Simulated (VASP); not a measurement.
A run of VASP 6.6.1 is set up as follows.

Contents of INCAR:

```
ALGO     = Normal         # electronic algorithm
EDIFF    = 1E-6           # SCF threshold, eV
EDIFFG   = -0.005         # ionic threshold
ENCUT    = 600            # plane-wave cutoff, eV
GGA      = PE             # functional
IBRION   = 2              # ionic algorithm
ISIF     = 3              # what is computed and relaxed
ISMEAR   = -1             # smearing method
LASPH    = True           # aspherical terms in the spheres
LCHARG   = False          # write CHGCAR
LREAL    = False          # projectors in reciprocal space
LWAVE    = False          # write WAVECAR
NELM     = 100            # most SCF steps
NSW      = 80             # ionic steps
PREC     = Accurate       # precision mode
SIGMA    = 0.02           # smearing width, eV
```

The input KPOINTS:

```
k-points
0
Gamma
  4 4 4
```

Contents of POSCAR:

```
In3GaP4
1.0
    5.5512805733      0.0000000000      0.0000000000
    0.0000000000      5.5512805733      0.0000000000
    0.0000000000      0.0000000000      5.5512805733
Ga P In
1 4 3
Direct
    0.0000000000      0.0000000000      0.0000000000
    0.2500000000      0.2500000000      0.2500000000
    0.7500000000      0.7500000000      0.2500000000
    0.7500000000      0.2500000000      0.7500000000
    0.2500000000      0.7500000000      0.7500000000
    0.5000000000      0.5000000000      0.0000000000
    0.5000000000      0.0000000000      0.5000000000
    0.0000000000      0.5000000000      0.5000000000
```

Potentials or basis: VASP PAW PBE potentials, release 64 (Ga_d, P, In_d).

The run is started by

```sh
$ cat potpaw_PBE.64/Ga_d/POTCAR potpaw_PBE.64/P/POTCAR potpaw_PBE.64/In_d/POTCAR > POTCAR
$ mpirun -np 1 vasp_std > vasp.out
```

Question: Estimate the relaxed cell.

Answer: a = 5.844 Å, b = 5.844 Å, c = 5.844 Å, α = 90.00°, β = 90.00°, γ = 90.00°.

Question: Estimate the band gap on the k mesh.

Answer: 0.62 eV.

Final structure:
```
Ga P In
1.0
     5.84397    0.00000    0.00000
     0.00000    5.84397    0.00000
     0.00000    0.00000    5.84397
Ga P In
1 4 3
Direct
  0.00000 0.00000 0.00000
  0.23920 0.23920 0.23920
  0.76080 0.76080 0.23920
  0.76080 0.23920 0.76080
  0.23920 0.76080 0.76080
  0.50000 0.50000 0.00000
  0.50000 0.00000 0.50000
  0.00000 0.50000 0.50000
```

Caveat: semilocal functionals underestimate gaps, and a narrow one can read as zero; spin-orbit coupling is left out, which moves the levels of the heavy elements. A k mesh can miss the band edges.
